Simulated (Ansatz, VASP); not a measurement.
**One calculation of Cu, two programs**

```
Cu
1.0
    -1.49899    1.49899    1.40612
     1.49899   -1.49899    1.40612
     1.49899    1.49899   -1.40612
Cu
1
Direct
  0.00000 0.00000 0.00000
```

Alike in both runs: task single point; functional PBE; k mesh 24 × 24 × 24; occupations gaussian, width 0.15 eV; no spin polarisation.

```csv
,VASP,Ansatz
version,VASP 6.6.1,Ansatz 0.2.0
potentials or method,"VASP PAW PBE potentials, release 64 (Cu), cutoff 520 eV","scalar-relativistic, plane waves, PAW"
valence electrons in the cell,11,19
```

VASP gave:

- gap on the k mesh at the Fermi level (eV): none
- pressure (GPa): -5.6
- traceless stress, the component that is largest in VASP (GPa): -0.17

Question: Estimate Ansatz's values.

Answer: gap on the k mesh at the Fermi level (eV): none; pressure (GPa): -6.3; traceless stress, the component that is largest in VASP (GPa): -0.18.

A gap of «none» marks a metal or a gap that the smearing closes. VASP's potentials hold 11 valence electrons a cell and Ansatz's 19, so a difference there can come from the potentials and not from the codes.
